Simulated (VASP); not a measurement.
# Mg3O in VASP: a series of runs

The runs below take Mg3O through single point, with PBE.

All numbers are computed with VASP 6.6.1; they aren't measurements. Logs are shortened: lines on timing, memory, paths and dates and some standing lists are left out, and cuts for length are marked.

### 1 The cell of the first run

The structure is cubic, space group Pm-3m (No. 221). Conventional cell: a = 3.959 Å, b = 3.959 Å, c = 3.959 Å, α = 90.00°, β = 90.00°, γ = 90.00°. Within 3.7 Å of Mg (site symmetry 4/mmm) lie 8 Mg at 2.80 Å and 4 O at 2.80 Å. Within 3.7 Å of O (site symmetry m-3m) lie 12 Mg at 2.80 Å.

### 2 Single point, PBE

File INCAR:

```
ALGO = Normal ; EDIFF = 1E-6
ENCUT = 520 ; GGA = PE
ISIF = 2 ; ISMEAR = 0
LASPH = True ; LCHARG = False
LREAL = False ; LWAVE = False
NBANDS = 14 ; NELM = 100
PREC = Accurate ; SIGMA = 0.1
```

File KPOINTS:

```
k-points
0
Gamma
  4 4 4
```

File POSCAR:

```
Mg3O
1.0
    3.9592986307      0.0000000000      0.0000000000
    0.0000000000      3.9592986307      0.0000000000
    0.0000000000      0.0000000000      3.9592986307
Mg O
3 1
Direct
    0.0000000000      0.5000000000      0.5000000000
    0.5000000000      0.0000000000      0.5000000000
    0.5000000000      0.5000000000      0.0000000000
    0.0000000000      0.0000000000      0.0000000000
```

Potentials or basis: VASP PAW PBE potentials, release 64 (Mg, O).

Run with:

```bash
$ cat potpaw_PBE.64/Mg/POTCAR potpaw_PBE.64/O/POTCAR > POTCAR
$ mpirun -np 1 vasp_std > vasp.out
```

OUTCAR:

```text
EDIFF = 1E-6
   ENCUT = 520
   GGA = PE
   ISIF = 2
   ISMEAR = 0
   LASPH = True
   LREAL = False
   NELM = 100
   PREC = Accurate

 ion  position               nearest neighbor table
   1  0.000  0.500  0.500-   2 2.80   3 2.80   4 2.80   3 2.80   4 2.80   2 2.80   4 2.80   4 2.80
                             2 2.80   3 2.80   3 2.80   2 2.80
   2  0.500  0.000  0.500-   1 2.80   3 2.80   4 2.80   3 2.80   4 2.80   1 2.80   3 2.80   3 2.80
                             1 2.80   4 2.80   4 2.80   1 2.80
   3  0.500  0.500  0.000-   1 2.80   2 2.80   4 2.80   1 2.80   2 2.80   2 2.80   4 2.80   2 2.80
                             1 2.80   4 2.80   1 2.80   4 2.80
   4  0.000  0.000  0.000-   1 2.80   2 2.80   3 2.80   1 2.80   2 2.80   1 2.80   3 2.80   1 2.80
                             2 2.80   3 2.80   2 2.80   3 2.80

  LATTYP: Found a simple cubic cell.
 ALAT       =     3.9592986307

  Lattice vectors:

 A1 = (   3.9592986307,   0.0000000000,   0.0000000000)
 A2 = (   0.0000000000,   3.9592986307,   0.0000000000)
 A3 = (   0.0000000000,   0.0000000000,   3.9592986307)

Analysis of symmetry for initial positions (statically):
=====================================================================
 Subroutine PRICEL returns:
 Original cell was already a primitive cell.

 Routine SETGRP: Setting up the symmetry group for a
 simple cubic supercell.

 Subroutine GETGRP returns: Found 48 space group operations
 (whereof 48 operations were pure point group operations)
 out of a pool of 48 trial point group operations.

The static configuration has the point symmetry O_h .

Analysis of symmetry for dynamics (positions and initial velocities):
=====================================================================
 Subroutine PRICEL returns:
 Original cell was already a primitive cell.

 Routine SETGRP: Setting up the symmetry group for a
 simple cubic supercell.

 Subroutine GETGRP returns: Found 48 space group operations
 (whereof 48 operations were pure point group operations)
 out of a pool of 48 trial point group operations.

The dynamic configuration has the point symmetry O_h .

 Subroutine INISYM returns: Found 48 space group operations
 (whereof 48 operations are pure point group operations),
 and found     1 'primitive' translations

----------------------------------------------------------------------------------------

                                     Primitive cell

  volume of cell :      62.0661

  direct lattice vectors                    reciprocal lattice vectors
     3.959298631  0.000000000  0.000000000     0.252569986  0.000000000  0.000000000
     0.000000000  3.959298631  0.000000000     0.000000000  0.252569986  0.000000000
     0.000000000  0.000000000  3.959298631     0.000000000  0.000000000  0.252569986

  length of vectors
     3.959298631  3.959298631  3.959298631     0.252569986  0.252569986  0.252569986

  position of ions in fractional coordinates (direct lattice)
     0.000000000  0.500000000  0.500000000
     0.500000000  0.000000000  0.500000000
     0.500000000  0.500000000  0.000000000
     0.000000000  0.000000000  0.000000000

  ion indices of the primitive-cell ions
   primitive index   ion index
                 1           1
                 2           2
                 3           3
                 4           4

----------------------------------------------------------------------------------------

 KPOINTS: k-points

Automatic generation of k-mesh.
 Grid dimensions read from file:
 generate k-points for:    4    4    4

 Generating k-lattice:

  Cartesian coordinates                     Fractional coordinates (reciprocal lattice)
     0.063142497  0.000000000  0.000000000     0.250000000  0.000000000  0.000000000
     0.000000000  0.063142497  0.000000000     0.000000000  0.250000000  0.000000000
     0.000000000  0.000000000  0.063142497     0.000000000  0.000000000  0.250000000

  Length of vectors
     0.063142497  0.063142497  0.063142497

  Shift w.r.t. Gamma in fractional coordinates (k-lattice)
     0.000000000  0.000000000  0.000000000

 Subroutine IBZKPT returns following result:
 ===========================================

 Found     10 irreducible k-points:

 Following reciprocal coordinates:
            Coordinates               Weight
  0.000000  0.000000  0.000000      1.000000
  0.250000  0.000000  0.000000      6.000000
  0.500000  0.000000  0.000000      3.000000
  0.250000  0.250000  0.000000     12.000000
  0.500000  0.250000  0.000000     12.000000
  0.500000  0.500000  0.000000      3.000000
  0.250000  0.250000  0.250000      8.000000
  0.500000  0.250000  0.250000     12.000000
  0.500000  0.500000  0.250000      6.000000
  0.500000  0.500000  0.500000      1.000000
   k-points           NKPTS =     10   k-points in BZ     NKDIM =     10   number of bands    NBANDS=     14
   number of dos      NEDOS =    301   number of ions     NIONS =      4
   total plane-waves  NPLWV =  27000
   dimension x,y,z NGX =    30 NGY =   30 NGZ =   30
   dimension x,y,z NGXF=    60 NGYF=   60 NGZF=   60
   ions per type =               3   1
   NGX,Y,Z   is equivalent  to a cutoff of  12.60, 12.60, 12.60 a.u.
   NGXF,Y,Z  is equivalent  to a cutoff of  25.19, 25.19, 25.19 a.u.
 SYSTEM =  unknown system
   PREC   = accura    normal or accurate (medium, high low for compatibility)
   ISTART =      0    job   : 0-new  1-cont  2-samecut
   ICHARG =      2    charge: 1-file 2-atom 10-const
   ISPIN  =      1    spin polarized calculation?
   LNONCOLLINEAR =      F non collinear calculations
   LSORBIT =      F    spin-orbit coupling
   LASPH  =      T    aspherical Exc in radial PAW
   ENCUT  =  520.0 eV  38.22 Ry    6.18 a.u.   7.36  7.36  7.36*2*pi/ulx,y,z
   NELM   =    100;   NELMIN=  2; NELMDL= -5     # of ELM steps
   EDIFF  = 0.1E-05   stopping-criterion for ELM
   LREAL  =      F    real-space projection
[... 7 lines left out ...]
   TEBEG  =    0.0;   TEEND  =   0.0 temperature during run
   PSTRESS=    0.0 pullay stress
   NELECT =      12.0000    total number of electrons
   NUPDOWN=      -1.0000    fix difference up-down
   EMIN   =  10.00;   EMAX   =-10.00  energy-range for DOS
   EFERMI =   0.00;   METHOD = LEGACY
   ISMEAR =     0;   SIGMA  =   0.10  broadening in eV -4-tet -1-fermi 0-gaus
   EFERMI_NEDOS =   21; number of points for ismear=-14 and -15
   IALGO  =     38    algorithm
   IMIX   =      4    mixing-type and parameters
     AMIX     =   0.40;   BMIX     =  1.00
     AMIX_MAG =   1.60;   BMIX_MAG =  1.00
  volume/ion in A,a.u.               =      15.52       104.71
  Fermi-wavevector in a.u.,A,eV,Ry     =   0.946637  1.788885 12.192485  0.896122
  Thomas-Fermi vector in A             =   2.074654
   LORBIT       =      0    0 simple, 1 ext, 2 COOP (PROOUT), +10 PAW based schemes
   GGA     = PE    functional components
   LHFCALC =     F    Hartree Fock is set to
   AEXX    =    0.0000 exact exchange contribution
   IVDW    =     0    specifies the selected vdW correction
   LEPSILON=     F    determine dielectric tensor
   LRPA    =     F    only Hartree local field effects (RPA)
 non-spin polarized calculation
 Gauss-broadening in eV      SIGMA  =   0.10
  energy-cutoff  :      520.00
  volume of cell :       62.07
 maximum number of plane-waves:      1743
 NGX is ok and might be reduce to    30
   NGX = 15   NGY = 15   NGZ = 15

 number of electron      11.9999996 magnetization

 Free energy of the ion-electron system (eV)
  ---------------------------------------------------
  ext. energy  EPLUGINS =         0.00000000
  ---------------------------------------------------
  free energy    TOTEN  =        -9.70832596 eV

  energy without entropy =       -9.69770297  energy(sigma->0) =       -9.70301446

 E-fermi :   4.3070     XC(G=0):  -9.5090

 val. band max:        4.2751594031   @ k =   0.5000   0.5000   0.2500
 cond. band min:       4.4551667796   @ k =   0.5000   0.5000   0.0000
 fundamental gap:      0.1800073766
 Fermi energy:         4.3070219518

 k-point     1 :       0.0000    0.0000    0.0000
  band No.  band energies     occupation
      1     -13.6709      2.00000
      2      -2.3413      2.00000
      3       0.4745      2.00000
      4       0.4745      2.00000
      5       0.4745      2.00000
      6       6.4445      0.00000
      7       6.4445      0.00000
      8       6.8195      0.00000
      9       6.8195      0.00000
     10       6.8195      0.00000
     11       8.2280      0.00000
     12      12.2731      0.00000
     13      12.2731      0.00000
     14      12.2731      0.00000

 k-point     2 :       0.2500    0.0000    0.0000
  band No.  band energies     occupation
      1     -13.6285      2.00000
      2      -2.4135      2.00000
      3       0.5201      2.00000
      4       0.5905      2.00000
      5       0.5905      2.00000
      6       4.0002      1.99999
      7       6.6886      0.00000
      8       6.6886      0.00000
      9       6.9310      0.00000
     10       8.1244      0.00000
     11      10.7209      0.00000
     12      10.7209      0.00000
     13      11.2032      0.00000
     14      12.3574      0.00000
[... 105 lines left out ...]
      1     -13.4956      2.00000
      2      -0.7890      2.00000
      3      -0.7890      2.00000
      4       0.1335      2.00000
      5       0.6889      2.00000
      6       4.2752      1.34773
      7       4.2752      1.34773
      8       5.4731      0.00000
      9       5.8135      0.00000
     10       7.7785      0.00000
     11       7.7785      0.00000
     12      12.8465      0.00000
     13      14.3912      0.00000
     14      14.8410      0.00000

 k-point    10 :       0.5000    0.5000    0.5000
  band No.  band energies     occupation
      1     -13.4701      2.00000
      2      -0.3900      2.00000
      3      -0.3900      2.00000
      4      -0.3900      2.00000
      5       1.6545      2.00000
      6       3.5042      2.00000
      7       3.5042      2.00000
      8       3.5042      2.00000
      9       7.2922      0.00000
     10       7.2922      0.00000
     11       7.2922      0.00000
     12      11.2186      0.00000
     13      18.2449      0.00000
     14      18.2449      0.00000

------------------------ aborting loop because EDIFF is reached ----------------------------------------

  FORCE on cell =-STRESS in cart. coord.  units (eV):
  Direction    XX          YY          ZZ          XY          YZ          ZX
  --------------------------------------------------------------------------------------
  -------------------------------------------------------------------------------------
  Total        2.9269650      2.9269650      2.9269650      0.0000000      0.0000000      0.0000000
  in kB       75.5567600     75.5567600     75.5567600      0.0000000      0.0000000      0.0000000
  external PRESSURE =      75.5567600 kB  Pullay stress =       0.0000000 kB

 VOLUME and BASIS-vectors are now :
 -----------------------------------------------------------------------------
  energy-cutoff  :      520.00
  volume of cell :       62.07
      direct lattice vectors                 reciprocal lattice vectors
     3.959298631  0.000000000  0.000000000     0.252569986  0.000000000  0.000000000
     0.000000000  3.959298631  0.000000000     0.000000000  0.252569986  0.000000000
     0.000000000  0.000000000  3.959298631     0.000000000  0.000000000  0.252569986

 POSITION                                       TOTAL-FORCE (eV/Angst)
 -----------------------------------------------------------------------------------
      0.00000      1.97965      1.97965         0.000000      0.000000      0.000000
      1.97965      0.00000      1.97965         0.000000      0.000000      0.000000
      1.97965      1.97965      0.00000         0.000000      0.000000      0.000000
      0.00000      0.00000      0.00000         0.000000      0.000000      0.000000
 -----------------------------------------------------------------------------------
    total drift:                                0.000000     -0.000000      0.000000

  FREE ENERGIE OF THE ION-ELECTRON SYSTEM (eV)
  ---------------------------------------------------
  free  energy   TOTEN  =        -9.7083259614 eV

  energy  without entropy=       -9.6977029683  energy(sigma->0) =       -9.70301446
```

Run time: 6.1 s. Hardware: 1 thread of Intel Xeon 6975P-C (Granite Rapids), shared host; peak memory 0.16 GiB.

What came out:

```
Free energy            : -9.7083 eV
Pressure               : 7.6 GPa
Band gap on the k mesh : zero (band 6 reaches 6.44 eV, above the bottom of band 7 at 3.50 eV)
```

Levels at points of the mesh, in eV from the Fermi level:
```csv
k point,band 4,band 5,band 6,band 7,band 8,band 9
"(0.00, 0.00, 0.00)",-3.83,-3.83,2.14,2.14,2.51,2.51
"(0.50, 0.00, 0.00)",-3.59,-3.14,-2.08,2.20,2.20,3.38
"(0.50, 0.50, 0.00)",-4.13,-3.43,0.15,0.56,0.56,3.71
"(0.50, 0.50, 0.50)",-4.70,-2.65,-0.80,-0.80,-0.80,2.99
```

Caveat: the k points lie up to 0.40 Å⁻¹ apart.

(Continued in part 2 of 2.)
